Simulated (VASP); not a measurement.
InO, 2 atoms in the cell. It takes space group P-6m2 (No. 187, hexagonal). Conventional cell: a = 3.316 Å, b = 3.316 Å, c = 3.146 Å, α = 90.00°, β = 90.00°, γ = 120.00°. In (site symmetry -6m2) has 6 O at 2.48 Å and 8 In at 3.15 to 3.32 Å within 3.4 Å. Within 3.4 Å of O (site symmetry -6m2) lie 6 In at 2.48 Å and 8 O at 3.15 to 3.32 Å. The cell was built from a structure type or drawn by symmetry, and may not be a known phase.

* Program: VASP 6.6.1
* Task: relaxation of cell and atoms
* Functional: PBE
* Potentials or basis: VASP PAW PBE potentials, release 64 (In_d, O)
* Cutoff: 600 eV
* k mesh: 6 × 6 × 6
* Occupations: gaussian, width 0.1 eV
* Spin: no spin polarisation
* Dipole correction: no
* Further INCAR settings: ALGO = Normal; EDIFF = 1e-07; IBRION = 2; EDIFFG = -0.04; NSW = 90; ISIF = 3

Potentials or basis: VASP PAW PBE potentials, release 64 (In_d, O).

Command:

```console
$ cat potpaw_PBE.64/In_d/POTCAR potpaw_PBE.64/O/POTCAR > POTCAR
$ mpirun -np 1 vasp_std > vasp.out
```

Hardware: 1 thread of Intel Xeon 8259CL (shared host).

Task: How long does it take, and how much memory?

Result: Wall time 26 s on 1 thread of Intel Xeon 8259CL, with other jobs on the host, peak memory 0.16 GiB. Counts: scf iterations 15, k points 28, ion steps 1.
